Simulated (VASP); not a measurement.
A run of VASP 6.6.1:

Contents of INCAR:

```
SYSTEM = Pb
PREC = Accurate ; ENCUT = 520
EDIFF = 1E-6 ; ISMEAR = -1
SIGMA = 0.1 ; LREAL = .FALSE.
LASPH = .TRUE. ; NELM = 60
ALGO = Normal ; ISIF = 2
LWAVE = .FALSE. ; LCHARG = .FALSE.
GGA = PS ; NBANDS = 21
```

File KPOINTS:

```
Automatic mesh
0
G
  12 12 8
  0 0 0
```

Contents of POSCAR:

```
Pb
1.0
   -3.0634703096      3.0132140602      1.6510931458
    3.0132140602     -3.0634703096      1.6510931458
    3.1363269075      3.1363269075     -1.7431375585
Pb
2
Direct
    0.9976815058      0.0023184942      0.0000000000
    0.7523184942      0.2476815058      0.5000000000
```

Potentials or basis: VASP PAW PBE potentials, release 64 (Pb_d).

Command:

```sh
$ cat potpaw_PBE.64/Pb_d/POTCAR > POTCAR
$ mpirun -np 1 vasp_std > vasp.out
```

Hardware: 1 thread of AMD EPYC 9R45 96-Core Processor (Zen 5) (shared host).

Q: Estimate the wall time of this run.

A: Wall time 3.2 min on 1 thread of AMD EPYC 9R45 96-Core Processor (Zen 5), on a shared host, peak memory 0.42 GiB. Counts: scf iterations 11, k points 320.
